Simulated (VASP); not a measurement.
A run of VASP 6.6.1 is set up as follows.

File INCAR:

```
SYSTEM = BaO
PREC     = Accurate       ! precision mode
ENCUT    = 1340           ! plane-wave cutoff, eV
EDIFF    = 1E-6           ! SCF threshold, eV
ISMEAR   = 0              ! smearing method
SIGMA    = 0.01           ! smearing width, eV
LREAL    = .FALSE.        ! projectors in reciprocal space
LASPH    = .TRUE.         ! aspherical terms in the spheres
NELM     = 120            ! most SCF steps
ALGO     = Normal         ! electronic algorithm
ISIF     = 2              ! what is computed and relaxed
LWAVE    = .FALSE.        ! write WAVECAR
LCHARG   = .FALSE.        ! write CHGCAR
GGA      = PE             ! functional
NBANDS   = 15             ! bands
GGA_COMPAT= .FALSE.
```

File KPOINTS:

```
Automatic mesh
0
G
  2 2 2
  0 0 0
```

File POSCAR:

```
BaO
1.0
    0.0000000000      2.7718674917      2.7718674917
    2.7718674917      0.0000000000      2.7718674917
    2.7718674917      2.7718674917      0.0000000000
Ba O
1 1
Direct
    0.0000000000      0.0000000000      0.0000000000
    0.5000000000      0.5000000000      0.5000000000
```

Potentials or basis: VASP PAW PBE potentials, release 64 (Ba_sv, O_h).

Launch:

```console
$ cat potpaw_PBE.64/Ba_sv/POTCAR potpaw_PBE.64/O_h/POTCAR > POTCAR
$ mpirun -np 1 vasp_std > vasp.out
```

Problem. What does it give for the pressure?

Solution. 2.8 GPa.

Problem. Predict the band gap on the k mesh.

Solution. 1.84 eV.

Caveat: the k points lie up to 0.98 Å⁻¹ apart, too coarse for converged energies, forces and pressures; spin-orbit coupling is left out, which moves the levels of the heavy elements. A k mesh can miss the band edges.
